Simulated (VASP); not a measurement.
Write the native input for VASP 6.6.1 that does the following.

- Task: relaxation of cell and atoms
- Functional: LDA
- Potentials or basis: VASP PAW LDA potentials, release 64 (Sr_sv, B)
- Cutoff: 600 eV
- k mesh: 8 × 8 × 8
- Occupations: gaussian, width 0.01 eV
- Spin: no spin polarisation
- Dipole correction: no
- Further INCAR settings: ALGO = Normal; EDIFF = 1e-06; IBRION = 2; EDIFFG = -0.005; NSW = 70; ISIF = 3

The structure of SrB6 lies in POSCAR:

```
SrB6
1.0
    4.1968564124      0.0000000000      0.0000000000
    0.0000000000      4.1968564124      0.0000000000
    0.0000000000      0.0000000000      4.1968564124
Sr B
1 6
Direct
    0.0000000000      0.0000000000      0.0000000000
    0.5000000000      0.5000000000      0.2031352495
    0.5000000000      0.5000000000      0.7968647505
    0.2031352495      0.5000000000      0.5000000000
    0.7968647505      0.5000000000      0.5000000000
    0.5000000000      0.2031352495      0.5000000000
    0.5000000000      0.7968647505      0.5000000000
```

One way to write it, as run:

INCAR

```
SYSTEM = SrB6
PREC = Accurate ; ENCUT = 600
EDIFF = 1E-6 ; ISMEAR = 0
SIGMA = 0.01 ; LREAL = .False.
LASPH = .True. ; NELM = 100
ALGO = Normal ; ISIF = 3
LWAVE = .False. ; LCHARG = .False.
GGA = CA ; IBRION = 2
NSW = 70 ; EDIFFG = -0.005
```

KPOINTS

```
regular mesh
0
Gamma
  8 8 8
  0 0 0
```

Potentials or basis: VASP PAW LDA potentials, release 64 (Sr_sv, B).

The run is started by

```console
$ cat potpaw_LDA.64/Sr_sv/POTCAR potpaw_LDA.64/B/POTCAR > POTCAR
$ mpirun -np 1 vasp_std > vasp.out
```

Results of the run:

| Property | Result |
| --- | --- |
| Relaxed volume | 10.13 Å³/atom |
| Relaxed cell | a = 4.139 Å, b = 4.139 Å, c = 4.139 Å, α = 90.00°, β = 90.00°, γ = 90.00° |
| Space group after relaxing (to 0.1 Å) | Pm-3m (No. 221) |
| Energy gained by relaxing | 8.8 meV/atom |
| Ionic steps | 5 |
| Pressure after relaxing | 0.0 GPa |
| Largest force after relaxing | 0.003 eV/Å |
| Band gap on the k mesh | 0.07 eV |

Wall time 2.8 min on 1 thread of Intel(R) Xeon(R) Platinum 8488C (Sapphire Rapids), with other jobs on the host, peak memory 0.21 GiB.
